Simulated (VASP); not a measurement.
# Si6O11 (a cell with a defect) in VASP: further runs, part 2 of 2

VASP 6.6.1.

## Step 4: Single point, LDA

Contents of INCAR:

```
SYSTEM = Si6O11
ALGO = Normal
EDIFF = 1E-6
ENCUT = 520
GGA = CA
ISIF = 2
ISMEAR = 0
LASPH = .True.
LCHARG = .True.
LELF = .True.
LREAL = Auto
LVHAR = .True.
LWAVE = .False.
NBANDS = 59
NELECT = 88.0
NELM = 80
PREC = Accurate
SIGMA = 0.05
```

Contents of KPOINTS:

```
k-points
0
Gamma
  4 4 2
  0 0 0
```

Contents of POSCAR:

```
Si6O11
1.0
   -2.4333868794      4.2147497096      0.0000000000
    0.0000000000      0.0000000000      5.3651521237
    7.3001606382      4.2147497096      0.0000000000
Si O
6 11
Direct
    0.7676536602      0.3333333333      0.2323463398
    0.2676536602      0.3333333333      0.7323463398
    0.4646926795      0.6666666667      0.0000000000
    0.9646926795      0.6666666667      0.5000000000
    0.2676536602      0.0000000000      0.2676536602
    0.7676536602      0.0000000000      0.7676536602
    0.0706884960      0.2213245393      0.2055640003
    0.5706884960      0.2213245393      0.7055640003
    0.7730017524      0.5546578727      0.3618737519
    0.2730017524      0.5546578727      0.8618737519
    0.6563097516      0.8879912060      0.9325622479
    0.1143746004      0.8286748773      0.2727969506
    0.7730017524      0.7786754607      0.6381262481
    0.6563097516      0.4453421273      0.0674377521
    0.1563097516      0.4453421273      0.5674377521
    0.5706884960      0.1120087940      0.2944359997
    0.0706884960      0.1120087940      0.7944359997
```

Potentials or basis: VASP PAW LDA potentials, release 64 (Si, O).

The run is started by

```bash
cat potpaw_LDA.64/Si/POTCAR potpaw_LDA.64/O/POTCAR > POTCAR
mpirun -np 1 vasp_std > vasp.out
```

OUTCAR:

```text
SYSTEM = Si6O11
   EDIFF = 1E-6
   ENCUT = 520
   GGA = CA
   ISIF = 2
   ISMEAR = 0
   LASPH = .True.
   LREAL = Auto
   NELECT = 88.0
   NELM = 80
   PREC = Accurate

 ion  position               nearest neighbor table
   1  0.768  0.333  0.232-   7 1.61  14 1.61  16 1.61   9 1.61   5 3.03   5 3.03   4 3.03   3 3.03

   2  0.268  0.333  0.732-   8 1.61  15 1.61  17 1.61  10 1.61   6 3.03   6 3.03   3 3.03   4 3.03

   3  0.465  0.667  0.000-  10 1.61  11 1.61  14 1.61   5 3.03   2 3.03   6 3.03   1 3.03
   4  0.965  0.667  0.500-  13 1.61   9 1.61  15 1.61  12 2.23   6 3.03   1 3.03   5 3.03   2 3.03

   5  0.268  0.000  0.268-  12 1.18  16 1.61   7 1.61   3 3.03   1 3.03   1 3.03   4 3.03
   6  0.768  0.000  0.768-  17 1.61  11 1.61   8 1.61  13 1.61   4 3.03   2 3.03   2 3.03   3 3.03

   7  0.071  0.221  0.206-   1 1.61   5 1.61
   8  0.571  0.221  0.706-   2 1.61   6 1.61
   9  0.773  0.555  0.362-   4 1.61   1 1.61
  10  0.273  0.555  0.862-   3 1.61   2 1.61
  11  0.656  0.888  0.933-   6 1.61   3 1.61
  12  0.114  0.829  0.273-   5 1.18   4 2.23
  13  0.773  0.779  0.638-   4 1.61   6 1.61
  14  0.656  0.445  0.067-   1 1.61   3 1.61
  15  0.156  0.445  0.567-   2 1.61   4 1.61
  16  0.571  0.112  0.294-   5 1.61   1 1.61
  17  0.071  0.112  0.794-   6 1.61   2 1.61

 -----------------------------------------------------------------------------
|                                                                             |
|           W    W    AA    RRRRR   N    N  II  N    N   GGGG   !!!           |
|           W    W   A  A   R    R  NN   N  II  NN   N  G    G  !!!           |
|           W    W  A    A  R    R  N N  N  II  N N  N  G       !!!           |
|           W WW W  AAAAAA  RRRRR   N  N N  II  N  N N  G  GGG   !            |
|           WW  WW  A    A  R   R   N   NN  II  N   NN  G    G                |
|           W    W  A    A  R    R  N    N  II  N    N   GGGG   !!!           |
|                                                                             |
|     The distance between some ions is very small. Please check the          |
|     nearest-neighbor list in the OUTCAR file.                               |
|     I HOPE YOU KNOW WHAT YOU ARE DOING!                                     |
|                                                                             |
[... 195 lines left out ...]
 non-spin polarized calculation
 Gauss-broadening in eV      SIGMA  =   0.05
  energy-cutoff  :      520.00
  volume of cell :      220.10
 maximum number of plane-waves:      5960
   NGX = 19   NGY = 19   NGZ = 31

 number of electron      88.0000004 magnetization

 Free energy of the ion-electron system (eV)
  ---------------------------------------------------
  ext. energy  EPLUGINS =         0.00000000
  ---------------------------------------------------
  free energy    TOTEN  =      -138.93249907 eV

  energy without entropy =     -138.93249907  energy(sigma->0) =     -138.93249907

 E-fermi :   1.3753     XC(G=0):  -9.5717

 val. band max:        1.1335081122   @ k =   0.0000   0.5000   0.5000
 cond. band min:       2.1641342655   @ k =   0.0000   0.0000   0.0000
 fundamental gap:      1.0306261533
 Fermi energy:         1.3752704540

 k-point     1 :       0.0000    0.0000    0.0000
  band No.  band energies     occupation
      1     -18.8724      2.00000
      2     -18.0572      2.00000
      3     -17.5243      2.00000
      4     -17.1599      2.00000
      5     -16.9029      2.00000
      6     -16.7377      2.00000
[... 1169 lines left out ...]
     55      10.8107      0.00000
     56      11.0096      0.00000
 [bands above 56 left out]

------------------------ aborting loop because EDIFF is reached ----------------------------------------

  FORCE on cell =-STRESS in cart. coord.  units (eV):
  Direction    XX          YY          ZZ          XY          YZ          ZX
  --------------------------------------------------------------------------------------
  -------------------------------------------------------------------------------------
  Total      -16.1312304     -5.7253538     20.7670222     -9.4997604     22.5052285    -16.5509889
  in kB     -117.4229785    -41.6761821    151.1679858    -69.1509661    163.8207934   -120.4784988
  external PRESSURE =      -2.6437249 kB  Pullay stress =       0.0000000 kB

 VOLUME and BASIS-vectors are now :
 -----------------------------------------------------------------------------
  energy-cutoff  :      520.00
  volume of cell :      220.10
      direct lattice vectors                 reciprocal lattice vectors
    -2.433386879  4.214749710  0.000000000    -0.102737465  0.177946510  0.000000000
     0.000000000  0.000000000  5.365152124     0.000000000  0.000000000  0.186388005
     7.300160638  4.214749710  0.000000000     0.102737465  0.059315503  0.000000000

 POSITION                                       TOTAL-FORCE (eV/Angst)
 -----------------------------------------------------------------------------------
     -0.17183      4.21475      1.78838         0.110619      1.379897      0.462621
      4.69494      4.21475      1.78838         0.235123      0.599778     -0.987122
     -1.13078      1.95856      3.57677        -4.101740     -0.016286     -2.041343
      1.30261      6.17331      3.57677         0.134767     -2.119043     -3.062368
      1.30261      2.25619      0.00000       -16.197294     22.990915     39.545373
      3.73600      6.47094      0.00000        -0.261024      0.025757      1.859806
[... 9 lines left out ...]
      0.76072      3.64628      0.60094         0.752569     -1.111070     -1.830833
      5.62750      3.64628      0.60094        -0.053926     -0.075783     -0.237209
 -----------------------------------------------------------------------------------
    total drift:                               -0.006815     -0.019191     -0.008204

  FREE ENERGIE OF THE ION-ELECTRON SYSTEM (eV)
  ---------------------------------------------------
  free  energy   TOTEN  =      -138.9324990691 eV

  energy  without entropy=     -138.9324990691  energy(sigma->0) =     -138.93249907
```

OSZICAR:

```text
N       E                     dE             d eps       ncg     rms          rms(c)
DAV:   1     0.524219247586E+03    0.52422E+03   -0.46070E+04  2368   0.137E+03
DAV:   2    -0.119016953363E+03   -0.64324E+03   -0.62619E+03  2861   0.317E+02
DAV:   3    -0.160748115734E+03   -0.41731E+02   -0.41514E+02  2848   0.861E+01
DAV:   4    -0.161288336352E+03   -0.54022E+00   -0.53918E+00  2984   0.107E+01
DAV:   5    -0.161297031694E+03   -0.86953E-02   -0.86899E-02  2928   0.130E+00    0.377E+01
DAV:   6    -0.139927689612E+03    0.21369E+02   -0.76535E+01  2648   0.358E+01    0.193E+01
DAV:   7    -0.139239789457E+03    0.68790E+00   -0.29540E+00  2832   0.766E+00    0.662E+00
DAV:   8    -0.138983355924E+03    0.25643E+00   -0.30377E-01  2912   0.283E+00    0.311E+00
DAV:   9    -0.138933224014E+03    0.50132E-01   -0.74862E-02  2872   0.150E+00    0.491E-01
DAV:  10    -0.138932450941E+03    0.77307E-03   -0.10304E-02  2912   0.583E-01    0.304E-01
DAV:  11    -0.138932479128E+03   -0.28187E-04   -0.14980E-03  2960   0.194E-01    0.155E-01
DAV:  12    -0.138932491018E+03   -0.11891E-04   -0.40881E-04  2952   0.123E-01    0.647E-02
DAV:  13    -0.138932499962E+03   -0.89439E-05   -0.58516E-05  2944   0.536E-02    0.214E-02
DAV:  14    -0.138932499231E+03    0.73132E-06   -0.27438E-05  2920   0.285E-02    0.880E-03
DAV:  15    -0.138932499069E+03    0.16192E-06   -0.30720E-06  2592   0.145E-02
   1 F= -.13893250E+03 E0= -.13893250E+03  d E =-.180531E-12
```

stdout:

```text
POSCAR found type information on POSCAR SiO
 POSCAR found :  2 types and      17 ions
 scaLAPACK will be used
 LDA part: xc-table for (Slater(with rela. corr.)+CA(PZ))
 , standard interpolation
 -----------------------------------------------------------------------------
|                                                                             |
|           W    W    AA    RRRRR   N    N  II  N    N   GGGG   !!!           |
|           W    W   A  A   R    R  NN   N  II  NN   N  G    G  !!!           |
|           W    W  A    A  R    R  N N  N  II  N N  N  G       !!!           |
|           W WW W  AAAAAA  RRRRR   N  N N  II  N  N N  G  GGG   !            |
|           WW  WW  A    A  R   R   N   NN  II  N   NN  G    G                |
|           W    W  A    A  R    R  N    N  II  N    N   GGGG   !!!           |
|                                                                             |
|     The distance between some ions is very small. Please check the          |
|     nearest-neighbor list in the OUTCAR file.                               |
|     I HOPE YOU KNOW WHAT YOU ARE DOING!                                     |
|                                                                             |
 -----------------------------------------------------------------------------

 POSCAR, INCAR and KPOINTS ok, starting setup
 FFT: planning ... GRIDC
 FFT: planning ... GRID_SOFT
 FFT: planning ... GRID
 WAVECAR not read
 entering main loop
 the old and the new charge density differ
 old charge density:    90.00000 new   88.00000
    0.377E+01
```

Wall time 2.4 min (1 thread of Intel Xeon 6975P-C (Granite Rapids), shared host); peak memory 0.32 GiB.

What came out:

- Free energy: -138.9325 eV
- Largest force: 48.526 eV/Å

Forces in eV/Å, atoms in the order of the input:
```
Si    0.111   1.380   0.463
Si    0.235   0.600  -0.987
Si   -4.102  -0.016  -2.041
Si    0.135  -2.119  -3.062
Si  -16.197  22.991  39.545
Si   -0.261   0.026   1.860
O    -0.623   0.280   1.790
O     0.020  -0.109   0.005
O     1.054  -0.435  -0.381
O     1.496   0.820   1.505
O     2.423  -0.101  -0.756
O    17.026 -20.683 -38.516
O    -1.662   0.182   0.112
O     0.646  -1.063   1.164
O    -0.999  -0.565   1.368
O     0.753  -1.111  -1.831
O    -0.054  -0.076  -0.237
```

Caveat: the cell carries a net charge on a neutralising background, which shifts energy and pressure; the cell differs from its parent crystal (atoms taken out, atom 12 moved 0.500 of the way to it and -0.500 Å across, host rigid); the cell is charged against a uniform background, so pressure and absolute levels hang on convention; atoms lie so close that the PAW spheres overlap strongly, which falsifies energies and pressures.

## Step 5: Single point, LDA

Contents of INCAR:

```
SYSTEM = Si6O11
PREC     = Accurate       ! precision mode
ENCUT    = 520            ! plane-wave cutoff, eV
EDIFF    = 1E-6           ! SCF threshold, eV
ISMEAR   = 0              ! smearing method
SIGMA    = 0.05           ! smearing width, eV
LREAL    = Auto         
LASPH    = .TRUE.         ! aspherical terms in the spheres
NELM     = 100            ! most SCF steps
ALGO     = Normal         ! electronic algorithm
ISIF     = 2              ! what is computed and relaxed
LWAVE    = .FALSE.        ! write WAVECAR
LCHARG   = .FALSE.        ! write CHGCAR
GGA      = CA             ! functional
NBANDS   = 59             ! bands
NELECT   = 88.0
```

Contents of KPOINTS:

```
Automatic mesh
0
G
  4 4 2
  0 0 0
```

Edit POSCAR of step 4 so:

```diff
@@ -19,3 +19,3 @@
     0.6563097516      0.8879912060      0.9325622479
-    0.1143746004      0.8286748773      0.2727969506
+    0.1832043886      0.7888460868      0.1655202750
     0.7730017524      0.7786754607      0.6381262481
```

The run is started by

```bash
cat potpaw_LDA.64/Si/POTCAR potpaw_LDA.64/O/POTCAR > POTCAR
mpirun -np 1 vasp_std > vasp.out
```

Run time: 2.4 min. Hardware: 1 thread of Intel Xeon 6975P-C (Granite Rapids), shared host; peak memory 0.31 GiB.

Results (log left out):

```yaml
Free_energy: -146.1246 eV
Largest_force: 7.346 eV/Å
```

Forces on the atoms (eV/Å):
```
Si  -0.989 -0.500  0.536
Si   1.148  1.495 -0.514
Si   0.153 -0.896 -0.416
Si   2.481 -1.250 -3.383
Si  -1.056  1.844  6.360
Si   0.949  0.458  1.621
O    1.093  0.835  0.145
O   -0.326 -0.217 -0.019
O    0.478  0.778  1.326
O    0.592  0.270  0.699
O    1.335 -0.172 -0.431
O   -4.140 -0.700 -6.028
O   -1.925 -0.037 -0.095
O    0.780 -0.144  0.397
O   -1.411 -0.998  1.326
O    1.245 -0.564 -1.427
O   -0.406 -0.200 -0.098
```

Levels at points of the mesh, in eV from the Fermi level:
| k point | band 40 | band 41 | band 42 | band 43 | band 44 | band 45 | band 46 | band 47 | band 48 | band 49 |
| --- | --- | --- | --- | --- | --- | --- | --- | --- | --- | --- |
| (0.00, 0.00, 0.00) | -1.11 | -0.98 | -0.83 | -0.45 | -0.11 | 0.04 | 4.09 | 5.41 | 6.46 | 6.66 |
| (0.50, 0.00, 0.00) | -1.21 | -0.93 | -0.81 | -0.39 | -0.18 | 0.19 | 3.96 | 5.71 | 6.30 | 7.33 |
| (0.00, 0.50, 0.00) | -1.16 | -0.95 | -0.73 | -0.49 | -0.08 | 0.26 | 3.93 | 5.56 | 6.32 | 7.11 |
| (0.50, 0.50, 0.00) | -1.22 | -1.01 | -0.76 | -0.71 | -0.58 | 0.31 | 4.04 | 5.76 | 6.43 | 7.64 |
| (0.00, 0.00, 0.50) | -1.12 | -0.94 | -0.86 | -0.43 | -0.10 | 0.21 | 3.92 | 5.45 | 6.58 | 6.85 |
| (0.50, 0.00, 0.50) | -1.14 | -0.93 | -0.80 | -0.40 | -0.18 | 0.17 | 4.01 | 5.65 | 6.35 | 7.30 |
| (0.00, 0.50, 0.50) | -1.08 | -0.97 | -0.77 | -0.55 | -0.07 | 0.27 | 3.91 | 5.56 | 6.35 | 7.25 |
| (0.50, 0.50, 0.50) | -1.23 | -0.94 | -0.73 | -0.67 | -0.48 | 0.21 | 4.05 | 5.76 | 6.45 | 7.69 |

Caveat: the cell carries a net charge on a neutralising background, which shifts energy and pressure; the cell differs from its parent crystal (atoms taken out, atom 12 moved 0.125 of the way to it and -0.375 Å across, host rigid); the cell is charged against a uniform background, so pressure and absolute levels hang on convention.

## Step 6: Single point, LDA

Contents of INCAR:

```
ALGO = Normal ; EDIFF = 1E-7
ENCUT = 520 ; ISIF = 2
ISMEAR = 0 ; LASPH = True
LCHARG = False ; LREAL = Auto
LWAVE = False ; NBANDS = 59
NELECT = 88.0 ; NELM = 80
PREC = Accurate ; SIGMA = 0.05
```

Contents of KPOINTS:

```
k-points
0
Gamma
  4 4 2
```

Edit POSCAR of step 5 so:

```diff
@@ -19,3 +19,3 @@
     0.6563097516      0.8879912060      0.9325622479
-    0.1832043886      0.7888460868      0.1655202750
+    0.3377288283      0.7673402205      0.1075953969
     0.7730017524      0.7786754607      0.6381262481
```

Potentials or basis: VASP PAW LDA potentials, release 64 (Si, O).

The run is started by

```bash
cat potpaw_LDA.64/Si/POTCAR potpaw_LDA.64/O/POTCAR > POTCAR
mpirun -np 1 vasp_std > vasp.out
```

It took 3.5 min on 1 thread of Intel Xeon 6975P-C (Granite Rapids), shared host; peak memory 0.31 GiB.

The run converged. Its results:

| Quantity | Value |
| --- | --- |
| Free energy | -140.6062 eV |
| Largest force | 43.301 eV/Å |

Forces on the atoms (eV/Å):
```
Si   -0.735  -1.379   0.530
Si    0.955   1.051   0.045
Si  -32.132   2.291 -15.992
Si    1.450  -0.601  -1.965
Si   -4.139  -0.559  -1.246
Si    0.793   0.442   0.915
O     0.166   0.927  -1.350
O    -0.317  -0.120  -0.048
O     0.065   0.619   1.055
O    -0.733  -0.611  -0.423
O    -1.676   0.398   0.268
O    38.576  -2.345  19.528
O    -1.461   0.012   0.049
O    -0.304   1.097  -1.365
O    -1.168  -0.786   0.964
O     1.060  -0.428  -0.946
O    -0.399  -0.006  -0.019
```

Levels at points of the mesh, in eV from the Fermi level:
| k point | band 40 | band 41 | band 42 | band 43 | band 44 | band 45 | band 46 | band 47 | band 48 | band 49 |
| --- | --- | --- | --- | --- | --- | --- | --- | --- | --- | --- |
| (0.00, 0.00, 0.00) | -0.92 | -0.76 | -0.56 | -0.20 | -0.07 | 0.00 | 4.03 | 6.18 | 6.70 | 6.88 |
| (0.50, 0.00, 0.00) | -1.04 | -0.60 | -0.40 | -0.11 | 0.00 | 0.03 | 3.92 | 6.15 | 6.72 | 8.38 |
| (0.00, 0.50, 0.00) | -0.82 | -0.69 | -0.32 | -0.30 | -0.07 | 0.05 | 3.93 | 6.09 | 6.72 | 8.12 |
| (0.50, 0.50, 0.00) | -0.96 | -0.84 | -0.46 | -0.42 | -0.38 | 0.18 | 4.08 | 6.49 | 6.71 | 8.46 |
| (0.00, 0.00, 0.50) | -0.88 | -0.70 | -0.59 | -0.15 | -0.03 | 0.05 | 3.95 | 6.19 | 6.72 | 7.62 |
| (0.50, 0.00, 0.50) | -0.98 | -0.59 | -0.40 | -0.12 | -0.06 | 0.02 | 3.93 | 6.16 | 6.75 | 8.47 |
| (0.00, 0.50, 0.50) | -0.85 | -0.72 | -0.41 | -0.33 | -0.05 | 0.11 | 3.93 | 6.15 | 6.71 | 8.12 |
| (0.50, 0.50, 0.50) | -0.87 | -0.79 | -0.50 | -0.34 | -0.24 | 0.07 | 4.07 | 6.56 | 6.73 | 8.45 |

Caveat: the k points lie up to 0.37 Å⁻¹ apart; the cell carries a net charge on a neutralising background, which shifts energy and pressure; the cell differs from its parent crystal (atoms taken out, atom 12 moved -0.125 of the way to it and +0.250 Å across, host rigid); the cell is charged against a uniform background, so pressure and absolute levels hang on convention; atoms lie so close that the PAW spheres overlap strongly, which falsifies energies and pressures.
